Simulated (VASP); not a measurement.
**C: single point with LDA**

The system is C.

```
C
1.0
     1.25873    0.72673    3.26334
    -1.25873    0.72673    3.26334
     0.00000   -1.45345    3.26334
C
2
Direct
  0.16400 0.16400 0.16400
  0.83600 0.83600 0.83600
```

This cell differs from its parent crystal: strain +0.025 along x and y, -0.025 along z.

```
Program             : VASP 6.6.1
Task                : single point
Functional          : LDA
Potentials or basis : VASP PAW LDA potentials, release 64 (C)
Cutoff              : 520 eV
k mesh              : 12 × 12 × 12
Occupations         : gaussian, width 0.05 eV
Spin                : no spin polarisation
```

```
Pressure               : -22.0 GPa
Largest force          : 0.852 eV/Å
Band gap on the k mesh : 0.91 eV, direct
```

Forces in eV/Å, atoms in the order of the input:
```
C    0.000  0.000  0.852
C    0.000  0.000 -0.852
```

Stress tensor (GPa, compression positive):
```
-33.03   0.00   0.00
  0.00 -33.03   0.00
  0.00   0.00  -0.08
```

Levels at points of the mesh, in eV from the valence-band top:
```tsv
k point	band 1	band 2	band 3	band 4	band 5	band 6	band 7	band 8
(0.00, 0.00, 0.00)	-18.51	-5.44	-2.51	-2.51	4.79	8.39	8.39	11.00
(0.50, 0.00, 0.00)	-13.39	-12.31	-5.66	-1.25	2.27	7.60	12.35	12.56
(0.50, 0.50, 0.00)	-13.23	-12.19	-5.75	-2.26	1.72	7.09	12.99	15.77
(0.50, 0.50, 0.50)	-18.10	-7.85	-2.54	-2.54	8.33	8.33	11.16	11.46
```

It took 27 s on 1 thread of AMD EPYC 9R45 96-Core Processor (Zen 5), with other jobs on the host, peak memory 0.12 GiB.

Caveat: the cell differs from its parent crystal (strain +0.025 along x and y, -0.025 along z). A k mesh can miss the band edges.
